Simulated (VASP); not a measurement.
# C (P6_3/mmc) in VASP: notebook

Runs on C. Level: r2SCAN. Tasks: single point.

Everything below comes from runs of VASP 6.6.1. Logs are shortened: lines on timing, memory, paths and dates and some standing lists are left out, and cuts for length are marked.

**1. The cell of the first run**

Symmetry: P6_3/mmc, No. 194, hexagonal system. Conventional cell: a = 2.456 Å, b = 2.456 Å, c = 7.011 Å, α = 90.00°, β = 90.00°, γ = 120.00°. Within 1.9 Å of C (site symmetry -6m2) lie 3 C at 1.42 Å. Within 1.9 Å of C (site symmetry -6m2) lie 3 C at 1.42 Å.

**2. Single point, r2SCAN**

POSCAR reads:

```
C
1.0
    2.4559134450      0.0000000000      0.0000000000
   -1.2279567225      2.1268834329      0.0000000000
    0.0000000000      0.0000000000      7.0106290262
C
4
Direct
    1.0000000000      1.0000000000      0.2500000000
    0.0000000000      0.0000000000      0.7500000000
    0.3333333333      0.6666666667      0.2500000000
    0.6666666667      0.3333333333      0.7500000000
```

INCAR.step1 reads:

```
ALGO = Normal
EDIFF = 1E-4
ENCUT = 520
GGA = PE
ISMEAR = -1
LASPH = True
LCHARG = False
LREAL = False
LWAVE = True
NBANDS = 16
NELM = 60
PREC = Accurate
SIGMA = 0.05
```

INCAR.step2 reads:

```
ALGO = Normal
EDIFF = 1E-6
ENCUT = 520
ISIF = 2
ISMEAR = -1
ISTART = 1
LASPH = True
LCHARG = False
LMIXTAU = True
LREAL = False
LWAVE = False
METAGGA = R2SCAN
NBANDS = 16
NELM = 60
PREC = Accurate
SIGMA = 0.05
```

KPOINTS reads:

```
k-points
0
Gamma
  12 12 4
```

Potentials or basis: VASP PAW PBE potentials, release 64 (C).

Started as:

```console
cat potpaw_PBE.64/C/POTCAR > POTCAR
cp INCAR.step1 INCAR
mpirun -np 1 vasp_std > vasp.out
cp INCAR.step2 INCAR
mpirun -np 1 vasp_std > vasp.out
```

OUTCAR:

```text
EDIFF = 1E-6
   ENCUT = 520
   ISIF = 2
   ISMEAR = -1
   ISTART = 1
   LASPH = True
   LREAL = False
   METAGGA = R2SCAN
   NELM = 60
   PREC = Accurate

 ion  position               nearest neighbor table
   1  0.000  0.000  0.250-   3 1.42   3 1.42   3 1.42
   2  0.000  0.000  0.750-   4 1.42   4 1.42   4 1.42
   3  0.333  0.667  0.250-   1 1.42   1 1.42   1 1.42
   4  0.667  0.333  0.750-   2 1.42   2 1.42   2 1.42

  LATTYP: Found a hexagonal cell.
 ALAT       =     2.4559134450
 C/A-ratio  =     2.8545912481

  Lattice vectors:

 A1 = (   2.4559134450,   0.0000000000,   0.0000000000)
 A2 = (  -1.2279567225,   2.1268834329,   0.0000000000)
 A3 = (   0.0000000000,   0.0000000000,   7.0106290262)

Analysis of symmetry for initial positions (statically):
=====================================================================
 Subroutine PRICEL returns:
 Original cell was already a primitive cell.

 Routine SETGRP: Setting up the symmetry group for a
 hexagonal supercell.

 Subroutine GETGRP returns: Found 24 space group operations
 (whereof 12 operations were pure point group operations)
 out of a pool of 24 trial point group operations.

The static configuration has the point symmetry D_3d.
 The point group associated with its full space group is D_6h.

Analysis of symmetry for dynamics (positions and initial velocities):
=====================================================================
 Subroutine PRICEL returns:
 Original cell was already a primitive cell.

 Routine SETGRP: Setting up the symmetry group for a
 hexagonal supercell.

 Subroutine GETGRP returns: Found 24 space group operations
 (whereof 12 operations were pure point group operations)
 out of a pool of 24 trial point group operations.

The dynamic configuration has the point symmetry D_3d.
 The point group associated with its full space group is D_6h.

 Subroutine INISYM returns: Found 24 space group operations
 (whereof 12 operations are pure point group operations),
 and found     1 'primitive' translations

----------------------------------------------------------------------------------------

                                     Primitive cell

  volume of cell :      36.6196

  direct lattice vectors                    reciprocal lattice vectors
     2.455913445  0.000000000  0.000000000     0.407180474  0.235085756  0.000000000
    -1.227956723  2.126883433  0.000000000     0.000000000  0.470171512  0.000000000
     0.000000000  0.000000000  7.010629026     0.000000000  0.000000000  0.142640553

  length of vectors
     2.455913445  2.455913445  7.010629026     0.470171512  0.470171512  0.142640553

  position of ions in fractional coordinates (direct lattice)
     0.000000000  0.000000000  0.250000000
     0.000000000  0.000000000  0.750000000
     0.333333333  0.666666667  0.250000000
     0.666666667  0.333333333  0.750000000

  ion indices of the primitive-cell ions
   primitive index   ion index
                 1           1
                 2           2
                 3           3
                 4           4

----------------------------------------------------------------------------------------

 KPOINTS: k-points

Automatic generation of k-mesh.
 Grid dimensions read from file:
 generate k-points for:   12   12    4

 Generating k-lattice:

  Cartesian coordinates                     Fractional coordinates (reciprocal lattice)
     0.033931706  0.019590480  0.000000000     0.083333333  0.000000000  0.000000000
     0.000000000  0.039180959  0.000000000     0.000000000  0.083333333  0.000000000
     0.000000000  0.000000000  0.035660138     0.000000000  0.000000000  0.250000000

  Length of vectors
     0.039180959  0.039180959  0.035660138

  Shift w.r.t. Gamma in fractional coordinates (k-lattice)
     0.000000000  0.000000000  0.000000000

 Subroutine IBZKPT returns following result:
 ===========================================

 Found     57 irreducible k-points:

 Following reciprocal coordinates:
            Coordinates               Weight
  0.000000  0.000000  0.000000      1.000000
  0.083333 -0.000000  0.000000      6.000000
  0.166667 -0.000000  0.000000      6.000000
  0.250000  0.000000  0.000000      6.000000
  0.333333  0.000000  0.000000      6.000000
  0.416667 -0.000000  0.000000      6.000000
[... 16 lines left out ...]
  0.250000  0.000000  0.250000     12.000000
  0.333333  0.000000  0.250000     12.000000
 [... further k-points ...]
   k-points           NKPTS =     57   k-points in BZ     NKDIM =     57   number of bands    NBANDS=     16
   number of dos      NEDOS =    301   number of ions     NIONS =      4
   total plane-waves  NPLWV =  17496
   dimension x,y,z NGX =    18 NGY =   18 NGZ =   54
   dimension x,y,z NGXF=    36 NGYF=   36 NGZF=  108
   ions per type =               4
   NGX,Y,Z   is equivalent  to a cutoff of  12.18, 12.18, 12.81 a.u.
   NGXF,Y,Z  is equivalent  to a cutoff of  24.37, 24.37, 25.61 a.u.
 SYSTEM =  unknown system
   PREC   = accura    normal or accurate (medium, high low for compatibility)
   ISTART =      1    job   : 0-new  1-cont  2-samecut
   ICHARG =      0    charge: 1-file 2-atom 10-const
   ISPIN  =      1    spin polarized calculation?
   LNONCOLLINEAR =      F non collinear calculations
   LSORBIT =      F    spin-orbit coupling
   LASPH  =      T    aspherical Exc in radial PAW
   ENCUT  =  520.0 eV  38.22 Ry    6.18 a.u.   4.57  4.57 13.04*2*pi/ulx,y,z
   NELM   =     60;   NELMIN=  2; NELMDL=  0     # of ELM steps
   EDIFF  = 0.1E-05   stopping-criterion for ELM
   LREAL  =      F    real-space projection
   EDIFFG = 0.1E-04   stopping-criterion for IOM
   NSW    =      0    number of steps for IOM
   IBRION =     -1    ionic relax: 0-MD 1-quasi-New 2-CG
   NFREE  =      0    steps in history (QN), initial steepest desc. (CG)
   ISIF   =      2    stress and relaxation
   ISYM   =      2    0-nonsym 1-usesym 2-fastsym
   POTIM  = 0.5000    time-step for ionic-motion
   TEBEG  =    0.0;   TEEND  =   0.0 temperature during run
   PSTRESS=    0.0 pullay stress
   NELECT =      16.0000    total number of electrons
   NUPDOWN=      -1.0000    fix difference up-down
   EMIN   =  10.00;   EMAX   =-10.00  energy-range for DOS
   EFERMI =   0.00;   METHOD = LEGACY
   ISMEAR =    -1;   SIGMA  =   0.05  broadening in eV -4-tet -1-fermi 0-gaus
   EFERMI_NEDOS =   21; number of points for ismear=-14 and -15
   IALGO  =     38    algorithm
   IMIX   =      4    mixing-type and parameters
     AMIX     =   0.40;   BMIX     =  1.00
     AMIX_MAG =   1.60;   BMIX_MAG =  1.00
  volume/ion in A,a.u.               =       9.15        61.78
  Fermi-wavevector in a.u.,A,eV,Ry     =   1.242254  2.347519 20.996428  1.543194
  Thomas-Fermi vector in A             =   2.376616
   LORBIT       =      0    0 simple, 1 ext, 2 COOP (PROOUT), +10 PAW based schemes
   METAGGA = R2SCAN    functional components
   LHFCALC =     F    Hartree Fock is set to
   AEXX    =    0.0000 exact exchange contribution
   IVDW    =     0    specifies the selected vdW correction
   LEPSILON=     F    determine dielectric tensor
   LRPA    =     F    only Hartree local field effects (RPA)
 non-spin polarized calculation
  energy-cutoff  :      520.00
  volume of cell :       36.62
 maximum number of plane-waves:      1004
   NGX =  9   NGY =  9   NGZ = 27

 number of electron      15.9999995 magnetization

 Free energy of the ion-electron system (eV)
  ---------------------------------------------------
  ext. energy  EPLUGINS =         0.00000000
  ---------------------------------------------------
  free energy    TOTEN  =       -39.74537257 eV

  energy without entropy =      -39.74296821  energy(sigma->0) =      -39.74417039

 E-fermi :   4.3069     XC(G=0): -10.8308

 val. band max:        4.3056596405   @ k =   0.3333   0.3333   0.2500
 cond. band min:       4.3115605307   @ k =   0.3333   0.3333   0.5000
 fundamental gap:      0.0059008902
 Fermi energy:         4.3068739191

 k-point     1 :       0.0000    0.0000    0.0000
  band No.  band energies     occupation
      1     -16.6322      2.00000
      2     -16.4230      2.00000
      3      -4.5636      2.00000
      4      -2.9581      2.00000
      5       1.0981      2.00000
      6       1.0981      2.00000
[... 8 lines left out ...]
     15      16.7553      0.00000
     16      16.9195      0.00000

 k-point     2 :       0.0833   -0.0000    0.0000
  band No.  band energies     occupation
      1     -16.4566      2.00000
      2     -16.2495      2.00000
      3      -4.3514      2.00000
      4      -2.7558      2.00000
      5       0.3878      2.00000
      6       0.4104      2.00000
[... 8 lines left out ...]
     15      16.1020      0.00000
     16      16.3011      0.00000

 k-point     3 :       0.1667   -0.0000    0.0000
  band No.  band energies     occupation
      1     -15.9318      2.00000
      2     -15.7313      2.00000
      3      -3.7191      2.00000
      4      -2.1555      2.00000
      5      -1.3887      2.00000
      6      -1.3449      2.00000
[... 8 lines left out ...]
     15      15.7537      0.00000
     16      15.7883      0.00000

 k-point     4 :       0.2500    0.0000    0.0000
  band No.  band energies     occupation
      1     -15.0644      2.00000
      2     -14.8741      2.00000
      3      -3.6520      2.00000
      4      -3.5839      2.00000
      5      -2.6833      2.00000
      6      -1.1812      2.00000
[... 8 lines left out ...]
     15      18.4909      0.00000
     16      18.5233      0.00000
[... 324 lines left out ...]
 k-point    22 :       0.1667   -0.0000    0.2500
  band No.  band energies     occupation
      1     -15.9035      2.00000
      2     -15.7617      2.00000
      3      -3.5201      2.00000
      4      -2.4228      2.00000
      5      -1.3823      2.00000
      6      -1.3513      2.00000
[... 8 lines left out ...]
     15      15.7587      0.00000
     16      15.7831      0.00000

 k-point    23 :       0.2500    0.0000    0.2500
  band No.  band energies     occupation
      1     -15.0374      2.00000
      2     -14.9030      2.00000
      3      -3.6422      2.00000
      4      -3.5941      2.00000
      5      -2.4911      2.00000
      6      -1.4363      2.00000
[... 8 lines left out ...]
     15      18.4951      0.00000
     16      18.5183      0.00000

 k-point    24 :       0.3333    0.0000    0.2500
  band No.  band energies     occupation
      1     -13.8428      2.00000
      2     -13.7186      2.00000
      3      -6.0053      2.00000
      4      -5.9404      2.00000
      5      -1.8458      2.00000
      6      -1.8212      2.00000
[... 8 lines left out ...]
     15      20.3297      0.00000
     16      21.5607      0.00000

 [... further k-points ...]

------------------------ aborting loop because EDIFF is reached ----------------------------------------

  FORCE on cell =-STRESS in cart. coord.  units (eV):
  Direction    XX          YY          ZZ          XY          YZ          ZX
  --------------------------------------------------------------------------------------
  -------------------------------------------------------------------------------------
  Total        0.2417448      0.2417448     -0.0112000      0.0000000      0.0000000      0.0000000
  in kB       10.5767942     10.5767942     -0.4900196      0.0000000      0.0000000      0.0000000
  external PRESSURE =       6.8878562 kB  Pullay stress =       0.0000000 kB

 VOLUME and BASIS-vectors are now :
 -----------------------------------------------------------------------------
  energy-cutoff  :      520.00
  volume of cell :       36.62
      direct lattice vectors                 reciprocal lattice vectors
     2.455913445  0.000000000  0.000000000     0.407180474  0.235085756  0.000000000
    -1.227956723  2.126883433  0.000000000     0.000000000  0.470171512  0.000000000
     0.000000000  0.000000000  7.010629026     0.000000000  0.000000000  0.142640553

 POSITION                                       TOTAL-FORCE (eV/Angst)
 -----------------------------------------------------------------------------------
      0.00000      0.00000      1.75266         0.000000     -0.000000     -0.000000
      0.00000      0.00000      5.25797        -0.000000      0.000000      0.000000
     -0.00000      1.41792      1.75266        -0.000000      0.000000      0.000000
      1.22796      0.70896      5.25797        -0.000000      0.000000     -0.000000
 -----------------------------------------------------------------------------------
    total drift:                                0.000000     -0.000000      0.000000

  FREE ENERGIE OF THE ION-ELECTRON SYSTEM (eV)
  ---------------------------------------------------
  free  energy   TOTEN  =       -39.7453725718 eV

  energy  without entropy=      -39.7429682148  energy(sigma->0) =      -39.74417039
```

It took 45 s on 1 thread of Intel Xeon 6975P-C (Granite Rapids), shared host; peak memory 0.15 GiB.

Results:

```
Free energy            : -39.7454 eV
Pressure               : 0.7 GPa
Band gap on the k mesh : zero (band 8 reaches 4.31 eV, above the bottom of band 9 at 4.30 eV)
```

Caveat: the PAW data sets were made with another functional, which shifts forces and pressure a little.

**3. Single point, r2SCAN**

POSCAR is that of step 2.

INCAR.step1 reads:

```
SYSTEM = C
PREC     = Accurate       ! precision mode
ENCUT    = 520            ! plane-wave cutoff, eV
ISMEAR   = -1             ! smearing method
SIGMA    = 0.05           ! smearing width, eV
LREAL    = .False.        ! projectors in reciprocal space
LASPH    = .True.         ! aspherical terms in the spheres
NELM     = 80             ! most SCF steps
NBANDS   = 16             ! bands
GGA      = PE             ! functional
ALGO     = Normal         ! electronic algorithm
EDIFF    = 1E-4           ! SCF threshold, eV
LWAVE    = .True.         ! write WAVECAR
LCHARG   = .False.        ! write CHGCAR
```

INCAR.step2 reads:

```
SYSTEM = C
PREC     = Accurate       ! precision mode
ENCUT    = 520            ! plane-wave cutoff, eV
EDIFF    = 1E-6           ! SCF threshold, eV
ISMEAR   = -1             ! smearing method
SIGMA    = 0.05           ! smearing width, eV
LREAL    = .False.        ! projectors in reciprocal space
LASPH    = .True.         ! aspherical terms in the spheres
NELM     = 80             ! most SCF steps
ALGO     = Normal         ! electronic algorithm
ISIF     = 2              ! what is computed and relaxed
LWAVE    = .False.        ! write WAVECAR
LCHARG   = .True.         ! write CHGCAR
METAGGA  = R2SCAN         ! meta-GGA
LMIXTAU  = .True.       
LELF     = .True.         ! ELF
LVHAR    = .True.       
NBANDS   = 16             ! bands
ISTART   = 1
```

KPOINTS reads:

```
regular mesh
0
Gamma
  14 14 4
  0 0 0
```

Potentials or basis: VASP PAW PBE potentials, release 64 (C).

Started as:

```console
cat potpaw_PBE.64/C/POTCAR > POTCAR
cp INCAR.step1 INCAR
mpirun -np 1 vasp_std > vasp.out
cp INCAR.step2 INCAR
mpirun -np 1 vasp_std > vasp.out
```

Run time: 56 s. Hardware: 1 thread of Intel Xeon 6975P-C (Granite Rapids), shared host; peak memory 0.16 GiB.

The run converged. Its results:

```
Free energy            : -39.7542 eV
Pressure               : 0.7 GPa
Band gap on the k mesh : 1.05 eV, direct
```

Stress tensor (GPa, compression positive):
```
0.97 0.00 0.00
0.00 0.97 0.00
0.00 0.00 0.02
```

Levels at points of the mesh, in eV from the valence-band top:
| k point | band 6 | band 7 | band 8 | band 9 | band 10 | band 11 |
| --- | --- | --- | --- | --- | --- | --- |
| (0.00, 0.00, 0.00) | -2.74 | -2.73 | -2.73 | 4.53 | 9.19 | 9.19 |
| (0.50, 0.00, 0.00) | -6.33 | -2.38 | -1.81 | 2.08 | 2.69 | 8.11 |
| (0.00, 0.00, 0.50) | -2.73 | -2.73 | -2.73 | 6.96 | 6.96 | 9.21 |
| (0.50, 0.00, 0.50) | -6.35 | -2.06 | -2.06 | 2.24 | 2.24 | 8.25 |

Caveat: the PAW data sets were made with another functional, which shifts forces and pressure a little. r2SCAN opens gaps a little over a GGA but as a rule still falls short of measured ones.

**4. Single point, r2SCAN**

POSCAR is that of step 3.

INCAR.step1 reads:

```
PREC     = Accurate       # precision mode
ENCUT    = 520            # plane-wave cutoff, eV
ISMEAR   = -1             # smearing method
SIGMA    = 0.05           # smearing width, eV
LREAL    = False          # projectors in reciprocal space
LASPH    = True           # aspherical terms in the spheres
NELM     = 60             # most SCF steps
NBANDS   = 16             # bands
GGA      = PE             # functional
ALGO     = Normal         # electronic algorithm
EDIFF    = 1E-4           # SCF threshold, eV
LWAVE    = True           # write WAVECAR
LCHARG   = False          # write CHGCAR
```

INCAR.step2 reads:

```
PREC     = Accurate       # precision mode
ENCUT    = 520            # plane-wave cutoff, eV
EDIFF    = 1E-6           # SCF threshold, eV
ISMEAR   = -1             # smearing method
SIGMA    = 0.05           # smearing width, eV
LREAL    = False          # projectors in reciprocal space
LASPH    = True           # aspherical terms in the spheres
NELM     = 60             # most SCF steps
ALGO     = Normal         # electronic algorithm
ISIF     = 2              # what is computed and relaxed
LWAVE    = False          # write WAVECAR
LCHARG   = False          # write CHGCAR
METAGGA  = R2SCAN         # meta-GGA
LMIXTAU  = True         
NBANDS   = 16             # bands
ISTART   = 1
```

KPOINTS reads:

```
regular mesh
0
Gamma
  15 15 5
```

Started as:

```console
cat potpaw_PBE.64/C/POTCAR > POTCAR
cp INCAR.step1 INCAR
mpirun -np 1 vasp_std > vasp.out
cp INCAR.step2 INCAR
mpirun -np 1 vasp_std > vasp.out
```

It took 64 s on 1 thread of Intel Xeon 6975P-C (Granite Rapids), shared host; peak memory 0.16 GiB.

It converged, with:

| Quantity | Value |
| --- | --- |
| Free energy | -39.7499 eV |
| Pressure | 0.7 GPa |
| Band gap on the k mesh | zero (band 8 reaches 4.31 eV, above the bottom of band 9 at 4.30 eV) |

Stress tensor (GPa, compression positive):
```
 1.01  0.00  0.00
 0.00  1.01  0.00
 0.00  0.00 -0.01
```

Levels at points of the mesh, in eV from the Fermi level:
| k point | band 6 | band 7 | band 8 | band 9 | band 10 | band 11 |
| --- | --- | --- | --- | --- | --- | --- |
| (0.00, 0.00, 0.00) | -3.21 | -3.20 | -3.20 | 4.06 | 8.72 | 8.72 |

Caveat: the PAW data sets were made with another functional, which shifts forces and pressure a little.

**5. Summary**

| k mesh | gap on the mesh (eV) | pressure (GPa) |
| --- | --- | --- |
| 12 × 12 × 4 | none | 0.7 |
| 14 × 14 × 4 | 1.05 | 0.7 |
| 15 × 15 × 5 | none | 0.7 |

Alike in all rows: task single point; level r2SCAN; potentials or basis VASP PAW PBE potentials, release 64 (C); no spin polarisation; cell as given; cutoff (eV) 520; smearing fermi-dirac 0.05 eV.

On the cell as given the gap runs from zero (r2SCAN) to 1.05 eV (r2SCAN); the meshes differ, which moves gaps too.

Caveats: the PAW data sets were made with another functional, which shifts forces and pressure a little.

Absolute energies hang on the potentials; compare differences alone.
